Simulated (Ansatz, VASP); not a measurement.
**Mg: VASP beside Ansatz**

```xyz
2
Lattice="3.1986 0.0000 0.0000 -1.5993 2.7701 0.0000 0.0000 0.0000 5.1790" Properties=species:S:1:pos:R:3 pbc="T T T"
Mg    0.0000    1.8467    1.2947
Mg    1.5993    0.9234    3.8842
```

Alike in both runs: task single point; functional PBE; k mesh 18 × 18 × 10; occupations fermi-dirac, width 0.05 eV; no spin polarisation.

|  | VASP | Ansatz |
| --- | --- | --- |
| version | VASP 6.6.1 | Ansatz 0.2.0 |
| potentials or method | VASP PAW PBE potentials, release 64 (Mg), cutoff 520 eV | all-electron LAPW, scalar-relativistic |

VASP gave:

- pressure (GPa): -0.1

Q: Estimate Ansatz's values.

A: Pressure (GPa): 0.0.

Ansatz ran all-electron here, and VASP with PAW potentials.
